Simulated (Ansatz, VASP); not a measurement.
One calculation of Ti, two programs

```
Ti
1.0
     2.95000    0.00000    0.00000
    -1.47500    2.55477    0.00000
     0.00000    0.00000    4.68000
Ti
2
Cartesian
  1.4750 0.8516 3.5100
  0.0000 1.7032 1.1700
```

Alike in both runs: task relaxation of cell and atoms; functional PBE; dispersion D4; k mesh 10 × 10 × 6; occupations fermi-dirac, width 0.05 eV; no spin polarisation.

```csv
,VASP,Ansatz
version,VASP 6.6.1,Ansatz 0.2.0
potentials or method,"VASP PAW PBE potentials, release 64 (Ti_sv)",Ansatz PAW
plane-wave cutoff (eV),600,420
valence electrons in the cell,24,24
```

|  | VASP | Ansatz | Ansatz less VASP |
| --- | --- | --- | --- |
| relaxed volume (Å³/atom) | 17.06 | 17.11 | +0.054 |
| relaxed cell length with the largest relative difference (Å) | 4.614 | 4.620 | +0.0062 |

Noted on Ansatz's run: the plane-wave basis is chosen anew once the cell has moved, so the energies of steps on either side of that aren't comparable.
